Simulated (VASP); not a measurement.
# In2O3 (Ia-3) in VASP: single point with PBEsol

Aim: the single point of In2O3 with PBEsol.

All numbers are computed with VASP 6.6.1; they aren't measurements. Logs are shortened: lines on timing, memory, paths and dates and some standing lists are left out, and cuts for length are marked.

## 1. The cell of the first run

The structure is cubic, space group Ia-3 (No. 206). Conventional cell: a = 10.161 Å, b = 10.161 Å, c = 10.161 Å, α = 90.00°, β = 90.00°, γ = 90.00°. Within 2.9 Å of In (site symmetry -3) lie 6 O at 2.18 Å. In (site symmetry 2) has 6 O at 2.14 to 2.23 Å within 2.8 Å. Within 3.0 Å of O (site symmetry 1) lie 4 In at 2.14 to 2.23 Å and 5 O at 2.81 to 2.96 Å.

## 2. Single point, PBEsol

Input file INCAR:

```
SYSTEM = In2O3
PREC = Accurate
ENCUT = 520
EDIFF = 1E-6
ISMEAR = -1
SIGMA = 0.05
LREAL = Auto
LASPH = .True.
NELM = 100
ALGO = Normal
ISIF = 2
LWAVE = .False.
LCHARG = .False.
GGA = PS
NBANDS = 398
NCORE = 4
```

Input file KPOINTS:

```
Automatic mesh
0
Gamma
  1 1 1
  0.5 0.5 0.5
```

Input file POSCAR:

```
In2O3
1.0
   10.1614380000      0.0000000000      0.0000000000
    0.0000000000     10.1614380000      0.0000000000
    0.0000000000      0.0000000000     10.1614380000
In O
32 48
Direct
    0.2500000000      0.2500000000      0.2500000000
    0.4660080000      0.0000000000      0.2500000000
    0.0339920000      0.0000000000      0.7500000000
    0.2500000000      0.4660080000      0.0000000000
    0.7500000000      0.0339920000      0.0000000000
    0.0000000000      0.2500000000      0.4660080000
    0.0000000000      0.7500000000      0.0339920000
    0.0339920000      0.5000000000      0.2500000000
    0.2500000000      0.0339920000      0.5000000000
    0.5000000000      0.2500000000      0.0339920000
    0.5339920000      0.5000000000      0.2500000000
    0.7500000000      0.5339920000      0.0000000000
    0.2500000000      0.9660080000      0.0000000000
    0.5000000000      0.2500000000      0.5339920000
    0.5339920000      0.0000000000      0.7500000000
    0.9660080000      0.0000000000      0.2500000000
    0.7500000000      0.2500000000      0.2500000000
    0.7500000000      0.4660080000      0.5000000000
    0.2500000000      0.5339920000      0.5000000000
    0.0000000000      0.7500000000      0.5339920000
    0.0000000000      0.2500000000      0.9660080000
    0.2500000000      0.7500000000      0.2500000000
    0.5000000000      0.7500000000      0.4660080000
    0.2500000000      0.2500000000      0.7500000000
    0.4660080000      0.5000000000      0.7500000000
    0.7500000000      0.7500000000      0.7500000000
    0.2500000000      0.7500000000      0.7500000000
    0.7500000000      0.7500000000      0.2500000000
    0.7500000000      0.2500000000      0.7500000000
    0.9660080000      0.5000000000      0.7500000000
    0.7500000000      0.9660080000      0.5000000000
    0.5000000000      0.7500000000      0.9660080000
    0.3900100000      0.1545210000      0.3821500000
    0.6099900000      0.3454790000      0.3821500000
    0.1099900000      0.1545210000      0.6178500000
    0.3821500000      0.3900100000      0.1545210000
    0.3821500000      0.6099900000      0.3454790000
    0.6178500000      0.1099900000      0.1545210000
    0.1545210000      0.3821500000      0.3900100000
    0.3454790000      0.3821500000      0.6099900000
    0.1545210000      0.6178500000      0.1099900000
    0.1099900000      0.3454790000      0.1178500000
    0.1178500000      0.1099900000      0.3454790000
    0.3454790000      0.1178500000      0.1099900000
    0.6099900000      0.6545210000      0.1178500000
    0.3900100000      0.8454790000      0.1178500000
    0.8454790000      0.8821500000      0.1099900000
    0.6545210000      0.3821500000      0.1099900000
    0.8821500000      0.1099900000      0.8454790000
    0.6545210000      0.1178500000      0.6099900000
    0.8454790000      0.1178500000      0.3900100000
    0.3821500000      0.1099900000      0.6545210000
    0.8900100000      0.3454790000      0.6178500000
    0.8900100000      0.1545210000      0.1178500000
    0.8821500000      0.3900100000      0.3454790000
    0.8821500000      0.6099900000      0.1545210000
    0.1099900000      0.8454790000      0.8821500000
    0.1178500000      0.6099900000      0.6545210000
    0.1178500000      0.3900100000      0.8454790000
    0.1099900000      0.6545210000      0.3821500000
    0.6178500000      0.8900100000      0.3454790000
    0.1178500000      0.8900100000      0.1545210000
    0.3454790000      0.8821500000      0.3900100000
    0.1545210000      0.8821500000      0.6099900000
    0.3454790000      0.6178500000      0.8900100000
    0.3900100000      0.3454790000      0.8821500000
    0.6099900000      0.1545210000      0.8821500000
    0.1545210000      0.1178500000      0.8900100000
    0.8900100000      0.6545210000      0.8821500000
    0.8821500000      0.8900100000      0.6545210000
    0.6545210000      0.8821500000      0.8900100000
    0.6099900000      0.8454790000      0.6178500000
    0.3900100000      0.6545210000      0.6178500000
    0.8900100000      0.8454790000      0.3821500000
    0.6178500000      0.6099900000      0.8454790000
    0.6178500000      0.3900100000      0.6545210000
    0.3821500000      0.8900100000      0.8454790000
    0.8454790000      0.6178500000      0.6099900000
    0.6545210000      0.6178500000      0.3900100000
    0.8454790000      0.3821500000      0.8900100000
```

Potentials or basis: VASP PAW PBE potentials, release 64 (In_d, O).

The run is started by

```
cat potpaw_PBE.64/In_d/POTCAR potpaw_PBE.64/O/POTCAR > POTCAR
mpirun -np 4 vasp_std > vasp.out
```

OUTCAR:

```text
SYSTEM = In2O3
   PREC = Accurate
   ENCUT = 520
   EDIFF = 1E-6
   ISMEAR = -1
   LREAL = Auto
   LASPH = .True.
   NELM = 100
   ISIF = 2
   GGA = PS

 ion  position               nearest neighbor table
   1  0.250  0.250  0.250-  33 2.18  36 2.18  39 2.18  42 2.18  43 2.18  44 2.18   2 3.36   4 3.36
                             6 3.36   8 3.36   9 3.36  10 3.36  11 3.84  13 3.84  14 3.84  16 3.84
   2  0.466  0.000  0.250-  38 2.14  61 2.14  46 2.21  33 2.21  44 2.23  63 2.23   1 3.36  22 3.36
                             9 3.37  23 3.37  10 3.37  13 3.37  17 3.84  28 3.84  31 3.86  32 3.86
   3  0.034  0.000  0.750-  49 2.14  70 2.14  57 2.21  35 2.21  68 2.23  64 2.23  24 3.36  27 3.36
                             9 3.37  13 3.37  20 3.37  21 3.37  26 3.84  29 3.84   6 3.86  31 3.86
   4  0.250  0.466  0.000-  41 2.14  65 2.14  59 2.21  36 2.21  42 2.23  66 2.23   1 3.36  24 3.36
                             8 3.37  25 3.37  10 3.37  21 3.37  22 3.84  27 3.84   7 3.86  32 3.86
   5  0.750  0.034  0.000-  47 2.14  71 2.14  49 2.21  38 2.21  67 2.23  54 2.23  17 3.36  29 3.36
                            21 3.37  15 3.37  16 3.37  10 3.37  28 3.84  26 3.84   7 3.86  32 3.86
   6  0.000  0.250  0.466-  35 2.14  53 2.14  51 2.21  39 2.21  43 2.23  55 2.23   1 3.36  17 3.36
                             8 3.37  18 3.37   9 3.37  16 3.37  24 3.84  29 3.84  19 3.86  31 3.86
   7  0.000  0.750  0.034-  57 2.14  69 2.14  41 2.21  47 2.21  62 2.23  56 2.23  22 3.36  28 3.36
                             8 3.37  12 3.37  13 3.37  16 3.37  27 3.84  26 3.84   4 3.86   5 3.86
   8  0.034  0.500  0.250-  55 2.14  56 2.14  42 2.21  60 2.21  39 2.23  41 2.23   1 3.36  22 3.36
                            19 3.37   4 3.37   6 3.37   7 3.37  17 3.84  28 3.84  18 3.86  12 3.86
   9  0.250  0.034  0.500-  63 2.14  64 2.14  43 2.21  52 2.21  33 2.23  35 2.23   1 3.36  24 3.36
[... 93 lines left out ...]
  79  0.655  0.618  0.390-  18 2.14  28 2.18  23 2.21  11 2.23
  80  0.845  0.382  0.890-  12 2.14  29 2.18  21 2.21  30 2.23

  LATTYP: Found a simple cubic cell.
 ALAT       =    10.1614380000

  Lattice vectors:

 A1 = (  10.1614380000,   0.0000000000,   0.0000000000)
 A2 = (   0.0000000000,  10.1614380000,   0.0000000000)
 A3 = (   0.0000000000,   0.0000000000,  10.1614380000)

Analysis of symmetry for initial positions (statically):
=====================================================================
 Subroutine PRICEL returns following result:

  LATTYP: Found a body centered cubic cell.
 ALAT       =    10.1614380000

  Lattice vectors:

 A1 = (   5.0807190000,   5.0807190000,  -5.0807190000)
 A2 = (  -5.0807190000,   5.0807190000,   5.0807190000)
 A3 = (   5.0807190000,  -5.0807190000,   5.0807190000)

   2 primitive cells build up your supercell.

 Routine SETGRP: Setting up the symmetry group for a
 simple cubic supercell.

 Subroutine GETGRP returns: Found 24 space group operations
 (whereof  6 operations were pure point group operations)
 out of a pool of 48 trial point group operations.

The static configuration has the point symmetry S_6 .
 The point group associated with its full space group is T_h .

Analysis of symmetry for dynamics (positions and initial velocities):
=====================================================================
 Subroutine PRICEL returns following result:

  LATTYP: Found a body centered cubic cell.
 ALAT       =    10.1614380000

  Lattice vectors:

 A1 = (   5.0807190000,   5.0807190000,  -5.0807190000)
 A2 = (  -5.0807190000,   5.0807190000,   5.0807190000)
 A3 = (   5.0807190000,  -5.0807190000,   5.0807190000)

   2 primitive cells build up your supercell.

 Routine SETGRP: Setting up the symmetry group for a
 simple cubic supercell.

 Subroutine GETGRP returns: Found 24 space group operations
 (whereof  6 operations were pure point group operations)
 out of a pool of 48 trial point group operations.

The dynamic configuration has the point symmetry S_6 .
[... 125 lines left out ...]

 Subroutine IBZKPT returns following result:
 ===========================================

 Found      1 irreducible k-points:

 Following reciprocal coordinates:
            Coordinates               Weight
  0.500000  0.500000  0.500000      1.000000
   k-points           NKPTS =      1   k-points in BZ     NKDIM =      1   number of bands    NBANDS=    398
   number of dos      NEDOS =    301   number of ions     NIONS =     80
   total plane-waves  NPLWV = 512000
   dimension x,y,z NGX =    80 NGY =   80 NGZ =   80
   dimension x,y,z NGXF=   160 NGYF=  160 NGZF=  160
   ions per type =              32  48
   NGX,Y,Z   is equivalent  to a cutoff of  13.09, 13.09, 13.09 a.u.
   NGXF,Y,Z  is equivalent  to a cutoff of  26.18, 26.18, 26.18 a.u.
 SYSTEM =  In2O3
   PREC   = accura    normal or accurate (medium, high low for compatibility)
   ISTART =      0    job   : 0-new  1-cont  2-samecut
   ICHARG =      2    charge: 1-file 2-atom 10-const
   ISPIN  =      1    spin polarized calculation?
   LNONCOLLINEAR =      F non collinear calculations
   LSORBIT =      F    spin-orbit coupling
   LASPH  =      T    aspherical Exc in radial PAW
   ENCUT  =  520.0 eV  38.22 Ry    6.18 a.u.  18.89 18.89 18.89*2*pi/ulx,y,z
   NELM   =    100;   NELMIN=  2; NELMDL= -5     # of ELM steps
   EDIFF  = 0.1E-05   stopping-criterion for ELM
   LREAL  =      T    real-space projection
   EDIFFG = 0.1E-04   stopping-criterion for IOM
   NSW    =      0    number of steps for IOM
   IBRION =     -1    ionic relax: 0-MD 1-quasi-New 2-CG
   NFREE  =      0    steps in history (QN), initial steepest desc. (CG)
   ISIF   =      2    stress and relaxation
   ISYM   =      2    0-nonsym 1-usesym 2-fastsym
   POTIM  = 0.5000    time-step for ionic-motion
   TEBEG  =    0.0;   TEEND  =   0.0 temperature during run
   PSTRESS=    0.0 pullay stress
   NELECT =     704.0000    total number of electrons
   NUPDOWN=      -1.0000    fix difference up-down
   EMIN   =  10.00;   EMAX   =-10.00  energy-range for DOS
   EFERMI =   0.00;   METHOD = LEGACY
   ISMEAR =    -1;   SIGMA  =   0.05  broadening in eV -4-tet -1-fermi 0-gaus
   EFERMI_NEDOS =   21; number of points for ismear=-14 and -15
   IALGO  =     38    algorithm
   IMIX   =      4    mixing-type and parameters
     AMIX     =   0.40;   BMIX     =  1.00
     AMIX_MAG =   1.60;   BMIX_MAG =  1.00
  volume/ion in A,a.u.               =      13.12        88.51
  Fermi-wavevector in a.u.,A,eV,Ry     =   1.433212  2.708379 27.947696  2.054098
  Thomas-Fermi vector in A             =   2.552755
   LORBIT       =      0    0 simple, 1 ext, 2 COOP (PROOUT), +10 PAW based schemes
   GGA     = PS    functional components
   LHFCALC =     F    Hartree Fock is set to
   AEXX    =    0.0000 exact exchange contribution
   IVDW    =     0    specifies the selected vdW correction
   LEPSILON=     F    determine dielectric tensor
   LRPA    =     F    only Hartree local field effects (RPA)
 non-spin polarized calculation
  energy-cutoff  :      520.00
  volume of cell :     1049.22
 maximum number of plane-waves:     28480
 NGX is ok and might be reduce to    80
   NGX = 37   NGY = 37   NGZ = 37

 number of electron     703.9999898 magnetization

 Free energy of the ion-electron system (eV)
  ---------------------------------------------------
  ext. energy  EPLUGINS =         0.00000000
  ---------------------------------------------------
  free energy    TOTEN  =      -478.01743825 eV

  energy without entropy =     -478.01743825  energy(sigma->0) =     -478.01743825

 E-fermi :   6.5015     XC(G=0): -11.2366

 val. band max:        5.1160342179   @ k =   0.5000   0.5000   0.5000
 cond. band min:       8.9620040952   @ k =   0.5000   0.5000   0.5000
 fundamental gap:      3.8459698773
 Fermi energy:         6.5015499486

 k-point     1 :       0.5000    0.5000    0.5000
  band No.  band energies     occupation
      1     -12.1219      2.00000
      2     -12.1219      2.00000
      3     -12.1219      2.00000
      4     -12.1219      2.00000
      5     -12.1219      2.00000
      6     -12.1219      2.00000
[... 356 lines left out ...]
    363      11.0781      0.00000
    364      11.0781      0.00000
 [bands above 364 left out]

------------------------ aborting loop because EDIFF is reached ----------------------------------------

  FORCE on cell =-STRESS in cart. coord.  units (eV):
  Direction    XX          YY          ZZ          XY          YZ          ZX
  --------------------------------------------------------------------------------------
  -------------------------------------------------------------------------------------
  Total        3.3774898      3.3774898      3.3774898      0.0000000     -0.0000000     -0.0000000
  in kB        5.1574986      5.1574986      5.1574986      0.0000000     -0.0000000     -0.0000000
  external PRESSURE =       5.1574986 kB  Pullay stress =       0.0000000 kB

 VOLUME and BASIS-vectors are now :
 -----------------------------------------------------------------------------
  energy-cutoff  :      520.00
  volume of cell :     1049.22
      direct lattice vectors                 reciprocal lattice vectors
    10.161438000  0.000000000  0.000000000     0.098411268  0.000000000  0.000000000
     0.000000000 10.161438000  0.000000000     0.000000000  0.098411268  0.000000000
     0.000000000  0.000000000 10.161438000     0.000000000  0.000000000  0.098411268

 POSITION                                       TOTAL-FORCE (eV/Angst)
 -----------------------------------------------------------------------------------
      2.54036      2.54036      2.54036        -0.000000      0.000000      0.000000
      4.73531      0.00000      2.54036         0.004870      0.000000      0.000000
      0.34541      0.00000      7.62108        -0.004870      0.000000      0.000000
      2.54036      4.73531      0.00000        -0.000000      0.004870      0.000000
      7.62108      0.34541      0.00000        -0.000000     -0.004870      0.000000
      0.00000      2.54036      4.73531        -0.000000      0.000000      0.004870
[... 72 lines left out ...]
      6.65087      6.27824      3.96306        -0.024588      0.009472     -0.017167
      8.59128      3.88319      9.04378         0.024588     -0.009472     -0.017167
 -----------------------------------------------------------------------------------
    total drift:                               -0.000000     -0.000000      0.000000

  FREE ENERGIE OF THE ION-ELECTRON SYSTEM (eV)
  ---------------------------------------------------
  free  energy   TOTEN  =      -478.0174382526 eV

  energy  without entropy=     -478.0174382525  energy(sigma->0) =     -478.01743825
```

It took 6.9 min on 4 MPI ranks of Oxide Virtual Turin-like, shared host; peak memory 0.4 GiB.

What came out:

| Property | Result |
| --- | --- |
| Free energy | -478.0174 eV |
| Pressure | 0.5 GPa |
| Largest force | 0.031 eV/Å |
| Band gap on the k mesh | 3.85 eV |

Forces on the atoms (eV/Å):
```
In   0.000  0.000  0.000
In   0.005  0.000  0.000
In  -0.005  0.000  0.000
In   0.000  0.005  0.000
In   0.000 -0.005  0.000
In   0.000  0.000  0.005
In   0.000  0.000 -0.005
In  -0.005  0.000  0.000
In   0.000 -0.005  0.000
In   0.000  0.000 -0.005
In  -0.005  0.000  0.000
In   0.000 -0.005  0.000
In   0.000  0.005  0.000
In   0.000  0.000 -0.005
In  -0.005  0.000  0.000
In   0.005  0.000  0.000
In   0.000  0.000  0.000
In   0.000  0.005  0.000
In   0.000 -0.005  0.000
In   0.000  0.000 -0.005
In   0.000  0.000  0.005
In   0.000  0.000  0.000
In   0.000  0.000  0.005
In   0.000  0.000  0.000
In   0.005  0.000  0.000
In   0.000  0.000  0.000
In   0.000  0.000  0.000
In   0.000  0.000  0.000
In   0.000  0.000  0.000
In   0.005  0.000  0.000
In   0.000  0.005  0.000
In   0.000  0.000  0.005
O   -0.017 -0.025 -0.009
O    0.017  0.025 -0.009
O    0.017 -0.025  0.009
O   -0.009 -0.017 -0.025
O   -0.009  0.017  0.025
O    0.009  0.017 -0.025
O   -0.025 -0.009 -0.017
O    0.025 -0.009  0.017
O   -0.025  0.009  0.017
O    0.017  0.025  0.009
O    0.009  0.017  0.025
O    0.025  0.009  0.017
O    0.017 -0.025  0.009
O   -0.017  0.025  0.009
O    0.025 -0.009  0.017
O   -0.025 -0.009  0.017
O   -0.009  0.017  0.025
O   -0.025  0.009  0.017
O    0.025  0.009 -0.017
O   -0.009  0.017 -0.025
O   -0.017  0.025  0.009
O   -0.017 -0.025  0.009
O   -0.009 -0.017  0.025
O   -0.009  0.017 -0.025
O    0.017  0.025 -0.009
O    0.009  0.017 -0.025
O    0.009 -0.017  0.025
O    0.017 -0.025 -0.009
O    0.009 -0.017  0.025
O    0.009 -0.017 -0.025
O    0.025 -0.009 -0.017
O   -0.025 -0.009  0.017
O    0.025  0.009 -0.017
O   -0.017  0.025 -0.009
O    0.017 -0.025 -0.009
O   -0.025  0.009 -0.017
O   -0.017 -0.025 -0.009
O   -0.009 -0.017 -0.025
O   -0.025 -0.009 -0.017
O    0.017  0.025  0.009
O   -0.017 -0.025  0.009
O   -0.017  0.025 -0.009
O    0.009  0.017  0.025
O    0.009 -0.017 -0.025
O   -0.009 -0.017  0.025
O    0.025  0.009  0.017
O   -0.025  0.009 -0.017
O    0.025 -0.009 -0.017
```

Levels at points of the mesh, in eV from the valence-band top:
```csv
k point,band 350,band 351,band 352,band 353,band 354,band 355
"(0.50, 0.50, 0.50)",0.00,0.00,0.00,3.85,3.85,3.85
```

Caveat: the k points lie up to 0.62 Å⁻¹ apart; the PAW data sets were made with another functional, which shifts forces and pressure a little; spin-orbit coupling is left out, which moves the levels of the heavy elements; a shifted mesh leaves out Γ, where band edges can lie.
